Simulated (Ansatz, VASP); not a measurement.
Two plane-wave programs on TlPS4

INCAR

```
SYSTEM = TlPS4
  PREC = Accurate
  ENCUT = 600
  EDIFF = 1E-6
  ISMEAR = 0
  SIGMA = 0.1
  LREAL = .FALSE.
  LASPH = .TRUE.
  NELM = 100
  ALGO = Normal
  ISIF = 3
  LWAVE = .FALSE.
  LCHARG = .FALSE.
  GGA = PE
  IBRION = 2
  NSW = 100
  EDIFFG = -0.01
```

The input KPOINTS:

```
regular mesh
0
G
  12 12 6
  0 0 0
```

The input POSCAR:

```
TlPS4
1.0
    4.3100634447      0.0000000000      0.0000000000
   -2.1550317223      3.7326244350      0.0000000000
    0.0000000000      0.0000000000      7.8122574528
Tl P S
1 1 4
Direct
    0.0000000000      0.0000000000      0.5000000000
    0.0000000000      0.0000000000      0.0000000000
    0.6666666667      0.3333333333      0.1949539283
    0.3333333333      0.6666666667      0.8050460717
    0.3333333333      0.6666666667      0.1949539283
    0.6666666667      0.3333333333      0.8050460717
```

Input for Ansatz:

```yaml
crystal:
  lattice:
    - [4.3100634447, 0.0, 0.0]
    - [-2.1550317223, 3.732624435, 0.0]
    - [0.0, 0.0, 7.8122574528]
  atoms:
    - { symbol: Tl, position: [0.0, 0.0, 0.5] }
    - { symbol: P, position: [0.0, 0.0, 0.0] }
    - { symbol: S, position: [0.6666666667, 0.3333333333, 0.1949539283] }
    - { symbol: S, position: [0.3333333333, 0.6666666667, 0.8050460717] }
    - { symbol: S, position: [0.3333333333, 0.6666666667, 0.1949539283] }
    - { symbol: S, position: [0.6666666667, 0.3333333333, 0.8050460717] }
basis:
  ecutwfc: 420
kpoints:
  mp_grid: { grid: [12, 12, 6] }
hamiltonian:
  xc: pbe
scf:
  occupations: { method: gaussian, width: 0.1 }
output:
  forces: true
  stress: true
  eigenvalues: true
  write_density: true
  write_potential: true
  elf: true
  volumetric_format: npy
relax:
  adjacent_minimum: "off"
  f_tol: 0.01
  max_steps: 80
  cell: { stress_tol: 0.05 }
```

Change from the starting cell: species swapped into the MgAlB4 type (P6/mmm, No. 191).

Alike in both runs: task relaxation of cell and atoms; functional PBE; k mesh 12 × 12 × 6; occupations gaussian, width 0.1 eV; no spin polarisation.

|  | VASP | Ansatz |
| --- | --- | --- |
| version | VASP 6.6.1 | Ansatz 0.2.0 |
| potentials or method | VASP PAW PBE potentials, release 64 (Tl_d, P, S), cutoff 600 eV | scalar-relativistic, plane waves, PAW |
| valence electrons in the cell | 42 | 42 |

|  | VASP | Ansatz | Ansatz less VASP |
| --- | --- | --- | --- |
| gap on the k mesh at the Fermi level, each at its own relaxed structure (eV) | none | none | - |
| relaxed volume (Å³/atom) | 20.70 | 20.72 | +0.016 |
| relaxed cell length with the largest relative difference (Å) | 7.856 | 7.844 | -0.0118 |

A gap of «none» marks a metal or a gap that the smearing closes.

Neither program's run includes spin-orbit coupling.
